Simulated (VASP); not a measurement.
A run of VASP 6.6.1 is set up as follows.

Contents of INCAR:

```
ALGO = Normal ; EDIFF = 1E-6
EDIFFG = -0.04 ; ENCUT = 600
GGA = PE ; IBRION = 2
ISIF = 3 ; ISMEAR = 0
LASPH = True ; LCHARG = False
LREAL = False ; LWAVE = False
NELM = 60 ; NSW = 90
PREC = Accurate ; SIGMA = 0.1
```

KPOINTS

```
k-points
0
Gamma
  6 6 1
```

Contents of POSCAR:

```
HfAl2N3
1.0
    3.3980310500      0.0000000000      0.0000000000
   -1.6990155300      2.9427812100      0.0000000000
    0.0000000000      0.0000000000     16.3470875900
Hf Al N
2 4 6
Direct
    0.6666666700      0.3333333300      0.8330956700
    0.3333333300      0.6666666700      0.9997623400
    0.6666666700      0.3333333300      0.1664290000
    0.6666666700      0.3333333300      0.4997623400
    0.3333333300      0.6666666700      0.3330956700
    0.3333333300      0.6666666700      0.6664290000
    0.6666666700      0.3333333300      0.2935710000
    0.6666666700      0.3333333300      0.6269043300
    0.6666666700      0.3333333300      0.9602376600
    0.3333333300      0.6666666700      0.1269043300
    0.3333333300      0.6666666700      0.4602376600
    0.3333333300      0.6666666700      0.7935710000
```

Potentials or basis: VASP PAW PBE potentials, release 64 (Hf_pv, Al, N).

The run is started by

```console
$ cat potpaw_PBE.64/Hf_pv/POTCAR potpaw_PBE.64/Al/POTCAR potpaw_PBE.64/N/POTCAR > POTCAR
$ mpirun -np 1 vasp_std > vasp.out
```

(1) What does it give for the relaxed volume?

(2) Estimate the band gap on the k mesh.

(3) Predict the relaxed cell.

(4) Estimate the space group after relaxing (to 0.1 Å).

Answers

(1) 12.07 Å³/atom.

(2) zero (bands 31 and 32 overlap by 0.52 eV).

(3) a = 3.237 Å, b = 3.237 Å, c = 15.971 Å, α = 90.00°, β = 90.00°, γ = 120.00°.

(4) P3m1 (No. 156).

Caveat: the k points lie up to 0.39 Å⁻¹ apart in the final cell, too coarse for converged energies and pressures of a metal; spin-orbit coupling is left out, which moves the levels of the heavy elements.
